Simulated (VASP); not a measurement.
# Zr2O (P4_2/mnm) in VASP: a series of runs

The runs below take Zr2O through single point, with r2SCAN.

Everything below comes from runs of VASP 6.6.1. Logs are shortened: lines on timing, memory, paths and dates and some standing lists are left out, and cuts for length are marked.

### Step 1. The cell of the first run

It takes space group P4_2/mnm (No. 136, tetragonal). The conventional cell has a = 5.415 Å, b = 5.415 Å, c = 3.285 Å, α = 90.00°, β = 90.00°, γ = 90.00°. Within 2.9 Å of Zr (site symmetry m2m) lie 3 O at 2.19 to 2.32 Å. Within 2.9 Å of O (site symmetry mmm) lie 6 Zr at 2.19 to 2.32 Å.

### Step 2. Single point, r2SCAN

File POSCAR:

```
Zr2O
1.0
    5.4149104562      0.0000000000      0.0000000000
    0.0000000000      5.4149104562      0.0000000000
    0.0000000000      0.0000000000      3.2851915414
Zr O
4 2
Direct
    0.2865141263      0.2865141263      0.0000000000
    0.2134858737      0.7865141263      0.5000000000
    0.7134858737      0.7134858737      0.0000000000
    0.7865141263      0.2134858737      0.5000000000
    0.0000000000      0.0000000000      0.0000000000
    0.5000000000      0.5000000000      0.5000000000
```

File INCAR.step1:

```
SYSTEM = Zr2O
  PREC = Accurate
  ENCUT = 520
  ISMEAR = 0
  SIGMA = 0.1
  LREAL = .False.
  LASPH = .True.
  NELM = 80
  NBANDS = 39
  GGA = PE
  ALGO = Normal
  EDIFF = 1E-4
  LWAVE = .True.
  LCHARG = .False.
```

File INCAR.step2:

```
SYSTEM = Zr2O
  PREC = Accurate
  ENCUT = 520
  EDIFF = 1E-7
  ISMEAR = 0
  SIGMA = 0.1
  LREAL = .False.
  LASPH = .True.
  NELM = 80
  ALGO = Normal
  ISIF = 2
  LWAVE = .False.
  LCHARG = .False.
  METAGGA = R2SCAN
  LMIXTAU = .True.
  NBANDS = 39
  ISTART = 1
```

File KPOINTS:

```
regular mesh
0
Gamma
  4 4 6
  0 0 0
```

Potentials or basis: VASP PAW PBE potentials, release 64 (Zr_sv, O).

Started as:

```
> cat potpaw_PBE.64/Zr_sv/POTCAR potpaw_PBE.64/O/POTCAR > POTCAR
> cp INCAR.step1 INCAR
> mpirun -np 1 vasp_std > vasp.out
> cp INCAR.step2 INCAR
> mpirun -np 1 vasp_std > vasp.out
```

OUTCAR:

```text
SYSTEM = Zr2O
   PREC = Accurate
   ENCUT = 520
   EDIFF = 1E-7
   ISMEAR = 0
   LREAL = .False.
   LASPH = .True.
   NELM = 80
   ISIF = 2
   METAGGA = R2SCAN
   ISTART = 1

 ion  position               nearest neighbor table
   1  0.287  0.287  0.000-   5 2.19   6 2.32   6 2.32   4 3.19   2 3.19   4 3.19   2 3.19   2 3.19
                             2 3.19   4 3.19   4 3.19   3 3.27   3 3.87   3 3.87
   2  0.213  0.787  0.500-   6 2.19   5 2.32   5 2.32   3 3.19   1 3.19   3 3.19   1 3.19   1 3.19
                             1 3.19   3 3.19   3 3.19   4 3.27   4 3.87   4 3.87
   3  0.713  0.713  0.000-   5 2.19   6 2.32   6 2.32   4 3.19   2 3.19   4 3.19   2 3.19   4 3.19
                             4 3.19   2 3.19   2 3.19   1 3.27   1 3.87   1 3.87
   4  0.787  0.213  0.500-   6 2.19   5 2.32   5 2.32   3 3.19   1 3.19   3 3.19   1 3.19   3 3.19
                             3 3.19   1 3.19   1 3.19   2 3.27   2 3.87   2 3.87
   5  0.000  0.000  0.000-   1 2.19   3 2.19   2 2.32   4 2.32   2 2.32   4 2.32
   6  0.500  0.500  0.500-   2 2.19   4 2.19   3 2.32   1 2.32   1 2.32   3 2.32

  LATTYP: Found a simple tetragonal cell.
 ALAT       =     5.4149104562
 C/A-ratio  =     0.6066936043

  Lattice vectors:

 A1 = (   5.4149104562,   0.0000000000,   0.0000000000)
 A2 = (   0.0000000000,   5.4149104562,   0.0000000000)
 A3 = (   0.0000000000,   0.0000000000,   3.2851915414)

Analysis of symmetry for initial positions (statically):
=====================================================================
 Subroutine PRICEL returns:
 Original cell was already a primitive cell.

 Routine SETGRP: Setting up the symmetry group for a
 simple tetragonal supercell.

 Subroutine GETGRP returns: Found 16 space group operations
 (whereof  8 operations were pure point group operations)
 out of a pool of 16 trial point group operations.

The static configuration has the point symmetry D_2h.
 The point group associated with its full space group is D_4h.

Analysis of symmetry for dynamics (positions and initial velocities):
=====================================================================
 Subroutine PRICEL returns:
 Original cell was already a primitive cell.

 Routine SETGRP: Setting up the symmetry group for a
 simple tetragonal supercell.

 Subroutine GETGRP returns: Found 16 space group operations
 (whereof  8 operations were pure point group operations)
 out of a pool of 16 trial point group operations.

The dynamic configuration has the point symmetry D_2h.
 The point group associated with its full space group is D_4h.

 Subroutine INISYM returns: Found 16 space group operations
 (whereof  8 operations are pure point group operations),
 and found     1 'primitive' translations

----------------------------------------------------------------------------------------

                                     Primitive cell

  volume of cell :      96.3259

  direct lattice vectors                    reciprocal lattice vectors
     5.414910456  0.000000000  0.000000000     0.184675261  0.000000000  0.000000000
     0.000000000  5.414910456  0.000000000     0.000000000  0.184675261  0.000000000
     0.000000000  0.000000000  3.285191541     0.000000000  0.000000000  0.304396254

  length of vectors
     5.414910456  5.414910456  3.285191541     0.184675261  0.184675261  0.304396254

  position of ions in fractional coordinates (direct lattice)
     0.286514126  0.286514126  0.000000000
     0.213485874  0.786514126  0.500000000
     0.713485874  0.713485874  0.000000000
     0.786514126  0.213485874  0.500000000
     0.000000000  0.000000000  0.000000000
     0.500000000  0.500000000  0.500000000

  ion indices of the primitive-cell ions
   primitive index   ion index
                 1           1
                 2           2
                 3           3
                 4           4
                 5           5
                 6           6

----------------------------------------------------------------------------------------

 KPOINTS: regular mesh

Automatic generation of k-mesh.
 Grid dimensions read from file:
 generate k-points for:    4    4    6

 Generating k-lattice:

  Cartesian coordinates                     Fractional coordinates (reciprocal lattice)
     0.046168815  0.000000000  0.000000000     0.250000000  0.000000000  0.000000000
     0.000000000  0.046168815  0.000000000     0.000000000  0.250000000  0.000000000
     0.000000000  0.000000000  0.050732709     0.000000000  0.000000000  0.166666667

  Length of vectors
     0.046168815  0.046168815  0.050732709

  Shift w.r.t. Gamma in fractional coordinates (k-lattice)
     0.000000000  0.000000000  0.000000000

 Subroutine IBZKPT returns following result:
 ===========================================

 Found     24 irreducible k-points:

 Following reciprocal coordinates:
            Coordinates               Weight
  0.000000  0.000000  0.000000      1.000000
  0.250000  0.000000  0.000000      4.000000
  0.500000  0.000000  0.000000      2.000000
  0.250000  0.250000  0.000000      4.000000
  0.500000  0.250000  0.000000      4.000000
  0.500000  0.500000  0.000000      1.000000
[... 16 lines left out ...]
  0.500000  0.250000  0.500000      4.000000
  0.500000  0.500000  0.500000      1.000000
   k-points           NKPTS =     24   k-points in BZ     NKDIM =     24   number of bands    NBANDS=     39
   number of dos      NEDOS =    301   number of ions     NIONS =      6
   total plane-waves  NPLWV =  38400
   dimension x,y,z NGX =    40 NGY =   40 NGZ =   24
   dimension x,y,z NGXF=    80 NGYF=   80 NGZF=   48
   ions per type =               4   2
   NGX,Y,Z   is equivalent  to a cutoff of  12.28, 12.28, 12.15 a.u.
   NGXF,Y,Z  is equivalent  to a cutoff of  24.56, 24.56, 24.29 a.u.
 SYSTEM =  Zr2O
   PREC   = accura    normal or accurate (medium, high low for compatibility)
   ISTART =      1    job   : 0-new  1-cont  2-samecut
   ICHARG =      0    charge: 1-file 2-atom 10-const
   ISPIN  =      1    spin polarized calculation?
   LNONCOLLINEAR =      F non collinear calculations
   LSORBIT =      F    spin-orbit coupling
   LASPH  =      T    aspherical Exc in radial PAW
   ENCUT  =  520.0 eV  38.22 Ry    6.18 a.u.  10.07 10.07  6.11*2*pi/ulx,y,z
   NELM   =     80;   NELMIN=  2; NELMDL=  0     # of ELM steps
   EDIFF  = 0.1E-06   stopping-criterion for ELM
   LREAL  =      F    real-space projection
   EDIFFG = 0.1E-05   stopping-criterion for IOM
   NSW    =      0    number of steps for IOM
   IBRION =     -1    ionic relax: 0-MD 1-quasi-New 2-CG
   NFREE  =      0    steps in history (QN), initial steepest desc. (CG)
   ISIF   =      2    stress and relaxation
   ISYM   =      2    0-nonsym 1-usesym 2-fastsym
   POTIM  = 0.5000    time-step for ionic-motion
   TEBEG  =    0.0;   TEEND  =   0.0 temperature during run
   PSTRESS=    0.0 pullay stress
   NELECT =      60.0000    total number of electrons
   NUPDOWN=      -1.0000    fix difference up-down
   EMIN   =  10.00;   EMAX   =-10.00  energy-range for DOS
   EFERMI =   0.00;   METHOD = LEGACY
   ISMEAR =     0;   SIGMA  =   0.10  broadening in eV -4-tet -1-fermi 0-gaus
   EFERMI_NEDOS =   21; number of points for ismear=-14 and -15
   IALGO  =     38    algorithm
   IMIX   =      4    mixing-type and parameters
     AMIX     =   0.40;   BMIX     =  1.00
     AMIX_MAG =   1.60;   BMIX_MAG =  1.00
  volume/ion in A,a.u.               =      16.05       108.34
  Fermi-wavevector in a.u.,A,eV,Ry     =   1.398119  2.642062 26.595811  1.954737
  Thomas-Fermi vector in A             =   2.521308
   LORBIT       =      0    0 simple, 1 ext, 2 COOP (PROOUT), +10 PAW based schemes
   METAGGA = R2SCAN    functional components
   LHFCALC =     F    Hartree Fock is set to
   AEXX    =    0.0000 exact exchange contribution
   IVDW    =     0    specifies the selected vdW correction
   LEPSILON=     F    determine dielectric tensor
   LRPA    =     F    only Hartree local field effects (RPA)
 non-spin polarized calculation
 Gauss-broadening in eV      SIGMA  =   0.10
  energy-cutoff  :      520.00
  volume of cell :       96.33
 maximum number of plane-waves:      2632
   NGX = 21   NGY = 21   NGZ = 13

 number of electron      59.9999983 magnetization

 Free energy of the ion-electron system (eV)
  ---------------------------------------------------
  ext. energy  EPLUGINS =         0.00000000
  ---------------------------------------------------
  free energy    TOTEN  =      -114.65537423 eV

  energy without entropy =     -114.64403839  energy(sigma->0) =     -114.64970631

 E-fermi :  10.2939     XC(G=0): -12.5364

 val. band max:       10.2534843555   @ k =   0.0000   0.0000   0.0000
 cond. band min:      10.3244156972   @ k =   0.2500   0.2500   0.1667
 fundamental gap:      0.0709313417
 Fermi energy:        10.2938647832

 k-point     1 :       0.0000    0.0000    0.0000
  band No.  band energies     occupation
      1     -40.7136      2.00000
      2     -40.5733      2.00000
      3     -40.5733      2.00000
      4     -40.4905      2.00000
      5     -19.3234      2.00000
      6     -18.3263      2.00000
[... 31 lines left out ...]
     38      12.7888      0.00000
     39      14.6994      0.00000

 k-point     2 :       0.2500    0.0000    0.0000
  band No.  band energies     occupation
      1     -40.6938      2.00000
      2     -40.5948      2.00000
      3     -40.5608      2.00000
      4     -40.5020      2.00000
      5     -19.1800      2.00000
      6     -18.4728      2.00000
[... 31 lines left out ...]
     38      12.9987      0.00000
     39      14.1230      0.00000

 k-point     3 :       0.5000    0.0000    0.0000
  band No.  band energies     occupation
      1     -40.6451      2.00000
      2     -40.6451      2.00000
      3     -40.5309      2.00000
      4     -40.5309      2.00000
      5     -18.8269      2.00000
      6     -18.8269      2.00000
[... 832 lines left out ...]
 k-point    23 :       0.5000    0.2500    0.5000
  band No.  band energies     occupation
      1     -40.5576      2.00000
      2     -40.5576      2.00000
      3     -40.5382      2.00000
      4     -40.5382      2.00000
      5     -18.8488      2.00000
      6     -18.8488      2.00000
[... 31 lines left out ...]
     38      14.1279      0.00000
     39      15.1450      0.00000

 k-point    24 :       0.5000    0.5000    0.5000
  band No.  band energies     occupation
      1     -40.5571      2.00000
      2     -40.5571      2.00000
      3     -40.5387      2.00000
      4     -40.5387      2.00000
      5     -18.9362      2.00000
      6     -18.9362      2.00000
[... 31 lines left out ...]
     38      14.6963      0.00000
     39      15.0156      0.00000

------------------------ aborting loop because EDIFF is reached ----------------------------------------

  FORCE on cell =-STRESS in cart. coord.  units (eV):
  Direction    XX          YY          ZZ          XY          YZ          ZX
  --------------------------------------------------------------------------------------
  -------------------------------------------------------------------------------------
  Total       -0.0943785     -0.0943785     -0.1452950      0.0000000      0.0000000      0.0000000
  in kB       -1.5697866     -1.5697866     -2.4166742      0.0000000      0.0000000      0.0000000
  external PRESSURE =      -1.8520825 kB  Pullay stress =       0.0000000 kB

 VOLUME and BASIS-vectors are now :
 -----------------------------------------------------------------------------
  energy-cutoff  :      520.00
  volume of cell :       96.33
      direct lattice vectors                 reciprocal lattice vectors
     5.414910456  0.000000000  0.000000000     0.184675261  0.000000000  0.000000000
     0.000000000  5.414910456  0.000000000     0.000000000  0.184675261  0.000000000
     0.000000000  0.000000000  3.285191541     0.000000000  0.000000000  0.304396254

 POSITION                                       TOTAL-FORCE (eV/Angst)
 -----------------------------------------------------------------------------------
      1.55145      1.55145      0.00000         0.034971      0.034971      0.000000
      1.15601      4.25890      1.64260        -0.034971      0.034971      0.000000
      3.86346      3.86346      0.00000        -0.034971     -0.034971     -0.000000
      4.25890      1.15601      1.64260         0.034971     -0.034971     -0.000000
      0.00000      0.00000      0.00000         0.000000     -0.000000      0.000000
      2.70746      2.70746      1.64260         0.000000     -0.000000      0.000000
 -----------------------------------------------------------------------------------
    total drift:                                0.000000     -0.000000     -0.000000

  FREE ENERGIE OF THE ION-ELECTRON SYSTEM (eV)
  ---------------------------------------------------
  free  energy   TOTEN  =      -114.6553742313 eV

  energy  without entropy=     -114.6440383883  energy(sigma->0) =     -114.64970631
```

It took 3 min on 1 thread of Intel Xeon Platinum 8488C (Sapphire Rapids), shared host; peak memory 0.23 GiB.

What came out:

```
Free energy            : -114.6554 eV
Pressure               : -0.2 GPa
Largest force          : 0.049 eV/Å
Band gap on the k mesh : zero (bands 30 and 31 overlap by 0.86 eV)
```

Forces on the atoms (eV/Å):
```
Zr   0.035  0.035  0.000
Zr  -0.035  0.035  0.000
Zr  -0.035 -0.035  0.000
Zr   0.035 -0.035  0.000
O    0.000  0.000  0.000
O    0.000  0.000  0.000
```

Stress tensor (GPa, compression positive):
```
-0.16  0.00  0.00
 0.00 -0.16  0.00
 0.00  0.00 -0.24
```

Caveat: the PAW data sets were made with another functional, which shifts forces and pressure a little.

### Step 3. Single point, r2SCAN

This run uses another cell than the first one, of 16.54 Å³/atom.

File POSCAR:

```
Zr2O
1.0
    5.3608418863      0.0000000000      0.0000000000
    0.0000000000      5.3608418863      0.0000000000
    0.0000000000      0.0000000000      3.4529236268
Zr O
4 2
Direct
    0.3060000000      0.3060000000      0.0000000000
    0.1940000000      0.8060000000      0.5000000000
    0.6940000000      0.6940000000      0.0000000000
    0.8060000000      0.1940000000      0.5000000000
    0.0000000000      0.0000000000      0.0000000000
    0.5000000000      0.5000000000      0.5000000000
```

File INCAR.step1:

```
SYSTEM = Zr2O
  PREC = Accurate
  ENCUT = 520
  ISMEAR = 0
  SIGMA = 0.1
  LREAL = .FALSE.
  LASPH = .TRUE.
  NELM = 80
  NBANDS = 39
  GGA = PE
  ALGO = Normal
  EDIFF = 1E-4
  LWAVE = .TRUE.
  LCHARG = .FALSE.
```

File INCAR.step2:

```
SYSTEM = Zr2O
  PREC = Accurate
  ENCUT = 520
  EDIFF = 1E-7
  ISMEAR = 0
  SIGMA = 0.1
  LREAL = .FALSE.
  LASPH = .TRUE.
  NELM = 80
  ALGO = Normal
  ISIF = 2
  LWAVE = .FALSE.
  LCHARG = .TRUE.
  METAGGA = R2SCAN
  LMIXTAU = .TRUE.
  LELF = .TRUE.
  LVHAR = .TRUE.
  NBANDS = 39
  ISTART = 1
```

File KPOINTS:

```
Automatic mesh
0
G
  4 4 6
  0 0 0
```

Potentials or basis: VASP PAW PBE potentials, release 64 (Zr_sv, O).

Started as:

```
> cat potpaw_PBE.64/Zr_sv/POTCAR potpaw_PBE.64/O/POTCAR > POTCAR
> cp INCAR.step1 INCAR
> mpirun -np 1 vasp_std > vasp.out
> cp INCAR.step2 INCAR
> mpirun -np 1 vasp_std > vasp.out
```

Run time: 3.6 min. Hardware: 1 thread of Intel Xeon Platinum 8488C (Sapphire Rapids), shared host; peak memory 0.24 GiB.

The run converged. Its results:

| Quantity | Value |
| --- | --- |
| Free energy | -114.1025 eV |
| Pressure | -3.4 GPa |
| Largest force | 1.488 eV/Å |
| Band gap on the k mesh | zero (bands 30 and 31 overlap by 0.46 eV) |

Forces in eV/Å, atoms in the order of the input:
```
Zr  -1.052 -1.052  0.000
Zr   1.052 -1.052  0.000
Zr   1.052  1.052  0.000
Zr  -1.052  1.052  0.000
O    0.000  0.000  0.000
O    0.000  0.000  0.000
```

Stress tensor (GPa, compression positive):
```
  0.30   0.00   0.00
  0.00   0.30   0.00
  0.00   0.00 -10.68
```

Levels at points of the mesh, in eV from the Fermi level:
| k point | band 28 | band 29 | band 30 | band 31 | band 32 | band 33 |
| --- | --- | --- | --- | --- | --- | --- |
| (0.00, 0.00, 0.00) | -0.59 | -0.41 | -0.09 | 0.06 | 0.73 | 0.73 |
| (0.50, 0.00, 0.00) | -1.68 | 0.14 | 0.14 | 0.66 | 0.66 | 1.49 |
| (0.50, 0.50, 0.00) | -1.46 | -0.16 | -0.16 | 0.44 | 0.44 | 0.73 |
| (0.00, 0.00, 0.50) | -1.97 | -1.53 | -1.53 | 1.30 | 1.30 | 1.64 |
| (0.50, 0.00, 0.50) | -1.64 | -1.64 | -1.64 | 0.69 | 0.69 | 2.29 |
| (0.50, 0.50, 0.50) | -1.45 | -0.95 | -0.95 | -0.13 | -0.13 | 1.48 |

Caveat: the cell stands under tension; the PAW data sets were made with another functional, which shifts forces and pressure a little.
